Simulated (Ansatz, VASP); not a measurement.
Cu: VASP beside Ansatz

The input INCAR:

```
SYSTEM = Cu
ALGO = Fast
EDIFF = 1E-6
ENCUT = 520
GGA = PS
ISIF = 2
ISMEAR = 0
LASPH = .TRUE.
LCHARG = .FALSE.
LREAL = .FALSE.
LWAVE = .FALSE.
NBANDS = 18
NELM = 100
PREC = Accurate
SIGMA = 0.15
```

Contents of KPOINTS:

```
k-points
0
G
  30 30 14
  0 0 0
```

The input POSCAR:

```
Cu
1.0
    2.5205910259      0.0000000000      0.0000000000
   -1.2602955130      2.1828958610      0.0000000000
    0.0000000000      0.0000000000      4.3223494333
Cu
2
Direct
    0.3333333333      0.6666666667      0.2500000000
    0.6666666667      0.3333333333      0.7500000000
```

Input for Ansatz:

```yaml
crystal:
  lattice:
    - [2.5205910259, 0.0, 0.0]
    - [-1.260295513, 2.182895861, 0.0]
    - [0.0, 0.0, 4.3223494333]
  atoms:
    - { symbol: Cu, position: [0.3333333333, 0.6666666667, 0.25] }
    - { symbol: Cu, position: [0.6666666667, 0.3333333333, 0.75] }
basis:
  ecutwfc: 420
kpoints:
  mp_grid: { grid: [30, 30, 14] }
hamiltonian:
  xc: pbesol
scf:
  occupations: { method: gaussian, width: 0.15 }
output:
  forces: true
  stress: true
  eigenvalues: true
```

Change from the starting cell: strain +0.000 along x and y, +0.050 along z, atoms carried along.

Alike in both runs: task single point; functional PBEsol; k mesh 30 × 30 × 14; occupations gaussian, width 0.15 eV; no spin polarisation.

|  | VASP | Ansatz |
| --- | --- | --- |
| version | VASP 6.6.1 | Ansatz 0.2.0 |
| potentials or method | VASP PAW PBE potentials, release 64 (Cu), cutoff 520 eV | scalar-relativistic, plane waves, PAW |
| valence electrons in the cell | 22 | 38 |

Ansatz gave:

| Property | Result |
| --- | --- |
| gap on the k mesh at the Fermi level (eV) | none |
| pressure (GPa) | -6.8 |
| traceless stress, the component that is largest in VASP (GPa) | -4.77 |

What did VASP give for the same quantities?

gap on the k mesh at the Fermi level (eV): none; pressure (GPa): -6.2; traceless stress, the component that is largest in VASP (GPa): -4.80.

VASP's potentials were made for PBE, not for PBEsol. A gap of «none» marks a metal or a gap that the smearing closes. VASP's potentials hold 22 valence electrons a cell and Ansatz's 38, so a difference there can come from the potentials and not from the codes.
